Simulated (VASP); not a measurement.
A run of VASP 6.6.1 is set up as follows.

File INCAR:

```
PREC = Accurate
ENCUT = 520
EDIFF = 1E-7
ISMEAR = -1
SIGMA = 0.05
LREAL = False
LASPH = True
NELM = 80
ALGO = Normal
ISIF = 2
LWAVE = False
LCHARG = True
GGA = RP
LELF = True
LVHAR = True
NBANDS = 31
```

The input KPOINTS:

```
Automatic mesh
0
Gamma
  7 7 5
```

Contents of POSCAR:

```
HPbNO4
1.0
    4.2040700000      0.0000000000      0.0000000000
    2.0217200000      3.8395200000      0.0000000000
    2.0468600000      1.2790000000      6.2813200000
H Pb N O
1 1 1 4
Direct
    0.8914500000      0.6820200000      0.6279600000
    0.1442600000      0.9287200000      0.8835200000
    0.2567000000      0.2886100000      0.3017100000
    0.8310800000      0.6505600000      0.7840500000
    0.3869400000      0.2238000000      0.1129500000
    0.3110400000      0.0357600000      0.4585600000
    0.0772600000      0.6063300000      0.3227500000
```

Potentials or basis: VASP PAW PBE potentials, release 64 (H, Pb_d, N, O).

Command:

```console
$ cat potpaw_PBE.64/H/POTCAR potpaw_PBE.64/Pb_d/POTCAR potpaw_PBE.64/N/POTCAR potpaw_PBE.64/O/POTCAR > POTCAR
$ mpirun -np 1 vasp_std > vasp.out
```

(1) Estimate the band gap on the k mesh.

(2) Estimate the pressure.

(3) Estimate the largest force.

## Answers

(1) 2.85 eV (least direct gap 2.87 eV).

(2) 3.3 GPa.

(3) 0.666 eV/Å.

Caveat: the standard files for N, O and F lose accuracy on very short bonds; the cell stands under pressure; the PAW data sets were made with another functional, which shifts forces and pressure a little; spin-orbit coupling is left out, which moves the levels of the heavy elements; an odd mesh through Γ misses points on the zone boundary, where band edges can lie.
